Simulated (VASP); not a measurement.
## Ca6Mn2C6O: single point with PBE

Crystal: Ca6Mn2C6O.

```
Mn Ca C O
1.0
     4.48473    2.58926    3.09107
    -4.48473    2.58926    3.09107
     0.00000   -5.17851    3.09107
Mn Ca C O
2 6 6 1
Direct
  0.37701 0.37701 0.37701
  0.62299 0.62299 0.62299
  0.20450 0.35709 0.89291
  0.89291 0.20450 0.35709
  0.35709 0.89291 0.20450
  0.79550 0.64291 0.10709
  0.10709 0.79550 0.64291
  0.64291 0.10709 0.79550
  0.53550 0.28180 0.15680
  0.15680 0.53550 0.28180
  0.28180 0.15680 0.53550
  0.46450 0.71820 0.84320
  0.84320 0.46450 0.71820
  0.71820 0.84320 0.46450
  0.00000 0.00000 0.00000
```

```
Program             : VASP 6.6.1
Task                : single point
Functional          : PBE
Potentials or basis : VASP PAW PBE potentials, release 64 (Mn_pv, Ca_sv, C, O)
Cutoff              : 520 eV
k mesh              : 5 × 5 × 5
Occupations         : fermi-dirac, width 0.1 eV
Spin                : no spin polarisation
```

```yaml
Pressure: 5.4 GPa
Largest_force: 1.922 eV/Å
Band_gap_on_the_k_mesh: zero (band 58 reaches 4.28 eV, above the bottom of band 59 at 3.94 eV)
```

Forces on the atoms (eV/Å):
```
Mn   0.000  0.000 -0.707
Mn   0.000  0.000  0.707
Ca   0.418 -0.522 -0.437
Ca   0.243  0.623 -0.437
Ca  -0.662 -0.101 -0.437
Ca  -0.418  0.522  0.437
Ca  -0.243 -0.623  0.437
Ca   0.662  0.101  0.437
C   -1.292 -1.391  0.300
C    1.850 -0.423  0.300
C   -0.558  1.814  0.300
C    1.292  1.391 -0.300
C   -1.850  0.423 -0.300
C    0.558 -1.814 -0.300
O    0.000  0.000  0.000
```

Stress tensor (GPa, compression positive):
```
 2.13  0.00  0.00
 0.00  2.13  0.00
 0.00  0.00 12.03
```

Levels at points of the mesh, in eV from the Fermi level:
```
           k point  band 54  band 55  band 56  band 57  band 58  band 59  band 60  band 61  band 62  band 63
(0.00, 0.00, 0.00)    -1.16    -0.83    -0.83    -0.71    -0.38    -0.24     0.79     0.79     1.17     1.17
```

It took 17 min on 1 thread of Oxide Virtual Turin-like Processor, with other jobs on the host, peak memory 0.42 GiB.

Caveat: the run has no spin polarisation, though such a crystal can be magnetic; forces of over 1 eV/Å act on the atoms, so gaps and moduli don't describe the material at rest. With open d or f shells a metallic result of PBE can be an artefact of self-interaction; +U or a hybrid may open a gap.
